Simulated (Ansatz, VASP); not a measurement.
## TaAl3O: VASP beside Ansatz

```
Ta Al O
1.0
     4.09932    0.00000    0.00000
     0.00000    4.09932    0.00000
     0.00000    0.00000    4.09932
Ta Al O
1 3 1
Direct
  0.50000 0.50000 0.50000
  0.00000 0.00000 0.50000
  0.50000 0.00000 0.00000
  0.00000 0.50000 0.00000
  0.00000 0.00000 0.00000
```

Alike in both runs: functional PBE; k mesh 10 × 10 × 10; occupations gaussian, width 0.1 eV; no spin polarisation.

Ansatz relaxed the structure, and its values are those at the end. VASP's run is a single point on that final structure, the one shown.

|  | VASP | Ansatz |
| --- | --- | --- |
| version | VASP 6.6.1 | Ansatz 0.2.0 |
| potentials or method | VASP PAW PBE potentials, release 64 (Ta_pv, Al, O), cutoff 520 eV | scalar-relativistic, plane waves, PAW |
| valence electrons in the cell | 26 | 28 |

|  | VASP | Ansatz | Ansatz less VASP |
| --- | --- | --- | --- |
| gap on the k mesh at the Fermi level (eV) | none | none | - |
| pressure (GPa) | -0.1 | 0.0 | +0.02 |

A gap of «none» marks a metal or a gap that the smearing closes. VASP's potentials hold 26 valence electrons a cell and Ansatz's 28, so a difference there can come from the potentials and not from the codes.

Spin-orbit coupling is off throughout.
